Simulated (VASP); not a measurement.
## AgCl: single point with PBE

Crystal: AgCl.

```
CELL_PARAMETERS angstrom
3.43397 0.00000 0.00000
0.00000 3.43397 0.00000
0.00000 0.00000 3.43397
ATOMIC_POSITIONS crystal
Ag 0.99585 0.99642 0.99731
Cl 0.51262 0.51089 0.50817
```

- Program: VASP 6.6.1
- Task: single point
- Functional: PBE
- Potentials or basis: VASP PAW PBE potentials, release 64 (Ag, Cl)
- Cutoff: 400 eV
- k mesh: 3 × 3 × 3
- Occupations: gaussian, width 0.1 eV
- Spin: no spin polarisation
- Dipole correction: no
- Further INCAR settings: ALGO = Normal; EDIFF = 1e-06; NBANDS = 16

- Pressure: 0.2 GPa
- Largest force: 0.008 eV/Å
- Band gap on the k mesh: 0.82 eV (least direct gap 1.99 eV)

Forces in eV/Å, atoms in the order of the input:
```
Ag   0.006  0.005  0.004
Cl  -0.006 -0.005 -0.004
```

Levels at points of the mesh, in eV from the valence-band top:
```
           k point  band 5  band 6  band 7  band 8  band 9  band 10  band 11  band 12  band 13  band 14
(0.00, 0.00, 0.00)   -1.58   -1.57   -1.19   -1.19   -1.18     0.82     9.66     9.67    13.91    13.93
```

Wall time 10 s on 1 thread of AMD EPYC 7R13, on a shared host, peak memory 0.13 GiB.

Caveat: the k points lie up to 0.61 Å⁻¹ apart. A k mesh can miss the band edges.
